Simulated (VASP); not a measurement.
# Ge (Cmmm) in VASP: notebook

Ge is run at these levels: PBE; tasks: single point.

All numbers are computed with VASP 6.6.1; they aren't measurements. Logs are shortened: lines on timing, memory, paths and dates and some standing lists are left out, and cuts for length are marked.

### 1 The cell of the first run

It takes space group Cmmm (No. 65, orthorhombic). Conventional cell: a = 2.737 Å, b = 5.095 Å, c = 2.643 Å, α = 90.00°, β = 90.00°, γ = 90.00°. Within 3.5 Å of Ge (site symmetry mmm) lie 8 Ge at 2.64 to 2.89 Å.

### 2 Single point, PBE (volume scaled by 0.94)

File INCAR:

```
ALGO     = Normal         # electronic algorithm
EDIFF    = 1E-7           # SCF threshold, eV
ENCUT    = 520            # plane-wave cutoff, eV
GGA      = PE             # functional
ISIF     = 2              # what is computed and relaxed
ISMEAR   = -1             # smearing method
LASPH    = T              # aspherical terms in the spheres
LCHARG   = F              # write CHGCAR
LREAL    = F              # projectors in reciprocal space
LWAVE    = F              # write WAVECAR
NBANDS   = 13             # bands
NELM     = 100            # most SCF steps
PREC     = Accurate       # precision mode
SIGMA    = 0.05           # smearing width, eV
```

File KPOINTS:

```
k-points
0
Gamma
  11 11 10
```

File POSCAR:

```
Ge
1.0
    1.3686277522     -2.5474293491      0.0000000000
    1.3686277522      2.5474293491      0.0000000000
    0.0000000000      0.0000000000      2.6431496057
Ge
1
Direct
    0.5000000000      0.5000000000      0.0000000000
```

Potentials or basis: VASP PAW PBE potentials, release 64 (Ge_d).

On the command line:

```console
$ cat potpaw_PBE.64/Ge_d/POTCAR > POTCAR
$ mpirun -np 1 vasp_std > vasp.out
```

OUTCAR:

```text
EDIFF = 1E-7
   ENCUT = 520
   GGA = PE
   ISIF = 2
   ISMEAR = -1
   LASPH = T
   LREAL = F
   NELM = 100
   PREC = Accurate

 ion  position               nearest neighbor table
   1  0.500  0.500  0.000-

  LATTYP: Found a base centered orthorhombic cell.
 ALAT       =     2.7372555044
 B/A-ratio  =     1.8613018368
 C/A-ratio  =     0.9656203454

  Lattice vectors:

 A1 = (   1.3686277522,  -2.5474293491,   0.0000000000)
 A2 = (   1.3686277522,   2.5474293491,   0.0000000000)
 A3 = (   0.0000000000,   0.0000000000,   2.6431496057)

Analysis of symmetry for initial positions (statically):
=====================================================================
 Subroutine PRICEL returns:
 Original cell was already a primitive cell.

 Routine SETGRP: Setting up the symmetry group for a
 base centered orthorhombic supercell.

 Subroutine GETGRP returns: Found  8 space group operations
 (whereof  8 operations were pure point group operations)
 out of a pool of  8 trial point group operations.

The static configuration has the point symmetry D_2h.

Analysis of symmetry for dynamics (positions and initial velocities):
=====================================================================
 Subroutine PRICEL returns:
 Original cell was already a primitive cell.

 Routine SETGRP: Setting up the symmetry group for a
 base centered orthorhombic supercell.

 Subroutine GETGRP returns: Found  8 space group operations
 (whereof  8 operations were pure point group operations)
 out of a pool of  8 trial point group operations.

The dynamic configuration has the point symmetry D_2h.

 Subroutine INISYM returns: Found  8 space group operations
 (whereof  8 operations are pure point group operations),
 and found     1 'primitive' translations

----------------------------------------------------------------------------------------

                                     Primitive cell

  volume of cell :      18.4306

  direct lattice vectors                    reciprocal lattice vectors
     1.368627752 -2.547429349  0.000000000     0.365329432 -0.196276297  0.000000000
     1.368627752  2.547429349  0.000000000     0.365329432  0.196276297  0.000000000
     0.000000000  0.000000000  2.643149606     0.000000000  0.000000000  0.378336511

  length of vectors
     2.891805355  2.891805355  2.643149606     0.414716746  0.414716746  0.378336511

  position of ions in fractional coordinates (direct lattice)
     0.500000000  0.500000000  0.000000000

  ion indices of the primitive-cell ions
   primitive index   ion index
                 1           1

----------------------------------------------------------------------------------------

 KPOINTS: k-points

Automatic generation of k-mesh.
 Grid dimensions read from file:
 generate k-points for:   11   11   10

 Generating k-lattice:

  Cartesian coordinates                     Fractional coordinates (reciprocal lattice)
     0.033211767 -0.017843300  0.000000000     0.090909091  0.000000000  0.000000000
     0.033211767  0.017843300  0.000000000     0.000000000  0.090909091  0.000000000
     0.000000000  0.000000000  0.037833651     0.000000000  0.000000000  0.100000000

  Length of vectors
     0.037701522  0.037701522  0.037833651

  Shift w.r.t. Gamma in fractional coordinates (k-lattice)
     0.000000000  0.000000000  0.000000000

 Subroutine IBZKPT returns following result:
 ===========================================

 Found    216 irreducible k-points:

 Following reciprocal coordinates:
            Coordinates               Weight
  0.000000  0.000000  0.000000      1.000000
  0.090909 -0.000000  0.000000      4.000000
  0.181818 -0.000000  0.000000      4.000000
  0.272727  0.000000  0.000000      4.000000
  0.363636  0.000000  0.000000      4.000000
  0.454545 -0.000000  0.000000      4.000000
[... 16 lines left out ...]
 -0.272727  0.181818  0.000000      4.000000
 -0.181818  0.181818  0.000000      2.000000
 [... further k-points ...]
   k-points           NKPTS =    216   k-points in BZ     NKDIM =    216   number of bands    NBANDS=     13
   number of dos      NEDOS =    301   number of ions     NIONS =      1
   total plane-waves  NPLWV =  11520
   dimension x,y,z NGX =    24 NGY =   24 NGZ =   20
   dimension x,y,z NGXF=    48 NGYF=   48 NGZF=   40
   ions per type =               1
   NGX,Y,Z   is equivalent  to a cutoff of  13.80, 13.80, 12.58 a.u.
   NGXF,Y,Z  is equivalent  to a cutoff of  27.59, 27.59, 25.16 a.u.
 SYSTEM =  unknown system
   PREC   = accura    normal or accurate (medium, high low for compatibility)
   ISTART =      0    job   : 0-new  1-cont  2-samecut
   ICHARG =      2    charge: 1-file 2-atom 10-const
   ISPIN  =      1    spin polarized calculation?
   LNONCOLLINEAR =      F non collinear calculations
   LSORBIT =      F    spin-orbit coupling
   LASPH  =      T    aspherical Exc in radial PAW
   ENCUT  =  520.0 eV  38.22 Ry    6.18 a.u.   5.38  5.38  4.91*2*pi/ulx,y,z
   NELM   =    100;   NELMIN=  2; NELMDL= -5     # of ELM steps
   EDIFF  = 0.1E-06   stopping-criterion for ELM
   LREAL  =      F    real-space projection
   EDIFFG = 0.1E-05   stopping-criterion for IOM
   NSW    =      0    number of steps for IOM
   IBRION =     -1    ionic relax: 0-MD 1-quasi-New 2-CG
   NFREE  =      0    steps in history (QN), initial steepest desc. (CG)
   ISIF   =      2    stress and relaxation
   ISYM   =      2    0-nonsym 1-usesym 2-fastsym
   POTIM  = 0.5000    time-step for ionic-motion
   TEBEG  =    0.0;   TEEND  =   0.0 temperature during run
   PSTRESS=    0.0 pullay stress
   NELECT =      14.0000    total number of electrons
   NUPDOWN=      -1.0000    fix difference up-down
   EMIN   =  10.00;   EMAX   =-10.00  energy-range for DOS
   EFERMI =   0.00;   METHOD = LEGACY
   ISMEAR =    -1;   SIGMA  =   0.05  broadening in eV -4-tet -1-fermi 0-gaus
   EFERMI_NEDOS =   21; number of points for ismear=-14 and -15
   IALGO  =     38    algorithm
   IMIX   =      4    mixing-type and parameters
     AMIX     =   0.40;   BMIX     =  1.00
     AMIX_MAG =   1.60;   BMIX_MAG =  1.00
  volume/ion in A,a.u.               =      18.43       124.38
  Fermi-wavevector in a.u.,A,eV,Ry     =   1.493727  2.822734 30.357577  2.231219
  Thomas-Fermi vector in A             =   2.606090
   LORBIT       =      0    0 simple, 1 ext, 2 COOP (PROOUT), +10 PAW based schemes
   GGA     = PE    functional components
   LHFCALC =     F    Hartree Fock is set to
   AEXX    =    0.0000 exact exchange contribution
   IVDW    =     0    specifies the selected vdW correction
   LEPSILON=     F    determine dielectric tensor
   LRPA    =     F    only Hartree local field effects (RPA)
 non-spin polarized calculation
  energy-cutoff  :      520.00
  volume of cell :       18.43
 maximum number of plane-waves:       510
 NGX is ok and might be reduce to    24
   NGX = 11   NGY = 11   NGZ =  9

 number of electron      13.9999990 magnetization

 Free energy of the ion-electron system (eV)
  ---------------------------------------------------
  ext. energy  EPLUGINS =         0.00000000
  ---------------------------------------------------
  free energy    TOTEN  =        -4.25692841 eV

  energy without entropy =       -4.25324724  energy(sigma->0) =       -4.25508783

 E-fermi :   6.8522     XC(G=0): -11.3484

 val. band max:        6.8457535254   @ k =  -0.4545   0.1818   0.0000
 cond. band min:       6.8894143495   @ k =  -0.4545   0.0909   0.5000
 fundamental gap:      0.0436608241
 Fermi energy:         6.8521671535

 k-point     1 :       0.0000    0.0000    0.0000
  band No.  band energies     occupation
      1     -17.9132      2.00000
      2     -17.8425      2.00000
      3     -17.7823      2.00000
      4     -17.6596      2.00000
      5     -17.6371      2.00000
      6      -6.4955      2.00000
      7      13.8918      0.00000
      8      14.4653      0.00000
      9      16.0871      0.00000
     10      17.3013      0.00000
     11      19.7933      0.00000
     12      22.3192      0.00000
     13      22.5642      0.00000

 k-point     2 :       0.0909   -0.0000    0.0000
  band No.  band energies     occupation
      1     -17.9064      2.00000
      2     -17.8323      2.00000
      3     -17.7836      2.00000
      4     -17.6611      2.00000
      5     -17.6419      2.00000
      6      -6.2846      2.00000
      7      13.5287      0.00000
      8      14.1004      0.00000
      9      14.3859      0.00000
     10      17.7881      0.00000
     11      19.4372      0.00000
     12      21.1376      0.00000
     13      23.8531      0.00000

 k-point     3 :       0.1818   -0.0000    0.0000
  band No.  band energies     occupation
      1     -17.8914      2.00000
      2     -17.8133      2.00000
      3     -17.7754      2.00000
      4     -17.6666      2.00000
      5     -17.6533      2.00000
      6      -5.6519      2.00000
      7      10.5832      0.00000
      8      12.8453      0.00000
      9      14.7140      0.00000
     10      17.1219      0.00000
     11      19.0334      0.00000
     12      23.2150      0.00000
     13      26.5267      0.00000
[... 305 lines left out ...]
 k-point    23 :      -0.2727    0.1818    0.0000
  band No.  band energies     occupation
      1     -17.8912      2.00000
      2     -17.8324      2.00000
      3     -17.7396      2.00000
      4     -17.6806      2.00000
      5     -17.6451      2.00000
      6      -5.1687      2.00000
      7       7.7796      0.00000
      8      12.0759      0.00000
      9      15.1422      0.00000
     10      18.8728      0.00000
     11      20.3195      0.00000
     12      24.0721      0.00000
     13      28.7087      0.00000

 k-point    24 :      -0.1818    0.1818    0.0000
  band No.  band energies     occupation
      1     -17.9024      2.00000
      2     -17.8387      2.00000
      3     -17.7525      2.00000
      4     -17.6738      2.00000
      5     -17.6399      2.00000
      6      -5.7493      2.00000
      7       9.2457      0.00000
      8      14.5096      0.00000
      9      14.6027      0.00000
     10      17.7412      0.00000
     11      19.4538      0.00000
     12      25.3337      0.00000
     13      25.5959      0.00000

 [... further k-points ...]
[... 5 lines left out ...]
  --------------------------------------------------------------------------------------
  -------------------------------------------------------------------------------------
  Total        0.6540783      0.2120992      0.4849417      0.0000000      0.0000000      0.0000000
  in kB       56.8592422     18.4378569     42.1561439      0.0000000      0.0000000      0.0000000
  external PRESSURE =      39.1510810 kB  Pullay stress =       0.0000000 kB

 VOLUME and BASIS-vectors are now :
 -----------------------------------------------------------------------------
  energy-cutoff  :      520.00
  volume of cell :       18.43
      direct lattice vectors                 reciprocal lattice vectors
     1.368627752 -2.547429349  0.000000000     0.365329432 -0.196276297  0.000000000
     1.368627752  2.547429349  0.000000000     0.365329432  0.196276297  0.000000000
     0.000000000  0.000000000  2.643149606     0.000000000  0.000000000  0.378336511

 POSITION                                       TOTAL-FORCE (eV/Angst)
 -----------------------------------------------------------------------------------
      1.36863      0.00000      0.00000         0.000000      0.000000      0.000000
 -----------------------------------------------------------------------------------
    total drift:                               -0.000000     -0.000000     -0.000000

  FREE ENERGIE OF THE ION-ELECTRON SYSTEM (eV)
  ---------------------------------------------------
  free  energy   TOTEN  =        -4.2569284124 eV

  energy  without entropy=       -4.2532472383  energy(sigma->0) =       -4.25508783
```

It took 95 s on 1 thread of AMD EPYC 7R13, shared host; peak memory 0.14 GiB.

Results:

```
Free energy            : -4.2569 eV
Pressure               : 3.9 GPa
Band gap on the k mesh : zero (band 7 reaches 13.89 eV, above the bottom of band 8 at 4.26 eV)
```

Levels at points of the mesh, in eV from the Fermi level:
```csv
k point,band 4,band 5,band 6,band 7,band 8,band 9,band 10,band 11
"(0.00, 0.00, 0.00)",-24.51,-24.49,-13.35,7.04,7.61,9.23,10.45,12.94
"(0.00, 0.00, 0.50)",-24.57,-24.53,-9.28,-6.05,10.72,12.35,16.62,16.68
```

### 3 Single point, PBE (volume scaled by 0.98)

File INCAR:

```
SYSTEM = Ge
PREC = Accurate
ENCUT = 520
EDIFF = 1E-6
ISMEAR = -1
SIGMA = 0.05
LREAL = .FALSE.
LASPH = .TRUE.
NELM = 60
ALGO = Normal
ISIF = 2
LWAVE = .FALSE.
LCHARG = .FALSE.
GGA = PE
NBANDS = 13
```

File KPOINTS:

```
Automatic mesh
0
G
  11 11 10
  0 0 0
```

File POSCAR:

```
Ge
1.0
    1.3877718785     -2.5830623466      0.0000000000
    1.3877718785      2.5830623466      0.0000000000
    0.0000000000      0.0000000000      2.6801215215
Ge
1
Direct
    0.5000000000      0.5000000000      0.0000000000
```

Potentials or basis: VASP PAW PBE potentials, release 64 (Ge_d).

On the command line:

```console
$ cat potpaw_PBE.64/Ge_d/POTCAR > POTCAR
$ mpirun -np 1 vasp_std > vasp.out
```

OUTCAR:

```text
SYSTEM = Ge
   PREC = Accurate
   ENCUT = 520
   EDIFF = 1E-6
   ISMEAR = -1
   LREAL = .FALSE.
   LASPH = .TRUE.
   NELM = 60
   ISIF = 2
   GGA = PE

 ion  position               nearest neighbor table
   1  0.500  0.500  0.000-

  LATTYP: Found a base centered orthorhombic cell.
 ALAT       =     2.7755437570
 B/A-ratio  =     1.8613018369
 C/A-ratio  =     0.9656203455

  Lattice vectors:

 A1 = (   1.3877718785,  -2.5830623466,   0.0000000000)
 A2 = (   1.3877718785,   2.5830623466,   0.0000000000)
 A3 = (   0.0000000000,   0.0000000000,   2.6801215215)
[... 555 lines left out ...]
      6      -5.8776      2.00000
      7       8.7094      0.00000
      8      13.7776      0.00000
      9      13.8842      0.00000
     10      17.1134      0.00000
     11      18.6985      0.00000
     12      24.4538      0.00000
     13      24.5129      0.00000

 [... further k-points ...]
[... 5 lines left out ...]
  --------------------------------------------------------------------------------------
  -------------------------------------------------------------------------------------
  Total        0.2579910     -0.1740000      0.1107950      0.0000000      0.0000000      0.0000000
  in kB       21.5118422    -14.5084987      9.2383301      0.0000000      0.0000000      0.0000000
  external PRESSURE =       5.4138912 kB  Pullay stress =       0.0000000 kB

 VOLUME and BASIS-vectors are now :
 -----------------------------------------------------------------------------
  energy-cutoff  :      520.00
  volume of cell :       19.21
      direct lattice vectors                 reciprocal lattice vectors
     1.387771878 -2.583062347  0.000000000     0.360289762 -0.193568692  0.000000000
     1.387771878  2.583062347  0.000000000     0.360289762  0.193568692  0.000000000
     0.000000000  0.000000000  2.680121521     0.000000000  0.000000000  0.373117410

 POSITION                                       TOTAL-FORCE (eV/Angst)
 -----------------------------------------------------------------------------------
      1.38777      0.00000      0.00000         0.000000     -0.000000      0.000000
 -----------------------------------------------------------------------------------
    total drift:                               -0.000000     -0.000000     -0.000000

  FREE ENERGIE OF THE ION-ELECTRON SYSTEM (eV)
  ---------------------------------------------------
  free  energy   TOTEN  =        -4.2684366732 eV

  energy  without entropy=       -4.2646243870  energy(sigma->0) =       -4.26653053
```

OSZICAR:

```text
N       E                     dE             d eps       ncg     rms          rms(c)
DAV:   1     0.645354665321E+02    0.64535E+02   -0.71531E+03  6039   0.297E+03
DAV:   2     0.139265364547E+01   -0.63143E+02   -0.60048E+02  6021   0.422E+02
DAV:   3    -0.419883385385E+01   -0.55915E+01   -0.55653E+01  6451   0.719E+01
DAV:   4    -0.427727133869E+01   -0.78437E-01   -0.78428E-01  6406   0.925E+00
DAV:   5    -0.427805643003E+01   -0.78509E-03   -0.78509E-03  6669   0.103E+00    0.136E+00
DAV:   6    -0.427109288674E+01    0.69635E-02   -0.68014E-03  7039   0.187E+00    0.773E-01
DAV:   7    -0.426850385112E+01    0.25890E-02   -0.55984E-03  7459   0.144E+00    0.731E-02
DAV:   8    -0.426843523804E+01    0.68613E-04   -0.66972E-04  6781   0.580E-01    0.262E-02
DAV:   9    -0.426843710142E+01   -0.18634E-05   -0.17179E-05  7543   0.703E-02    0.920E-03
DAV:  10    -0.426843667320E+01    0.42821E-06   -0.57337E-07  4238   0.116E-02
   1 F= -.42684367E+01 E0= -.42665305E+01  d E =-.381229E-02
```

Wall time 85 s (1 thread of AMD EPYC 7R13, shared host); peak memory 0.14 GiB.

Results:

```yaml
Free_energy: -4.2684 eV
Pressure: 0.5 GPa
Band_gap_on_the_k_mesh: zero (band 7 reaches 13.21 eV, above the bottom of band 8 at 3.96 eV)
```

(Continued in part 2 of 2.)
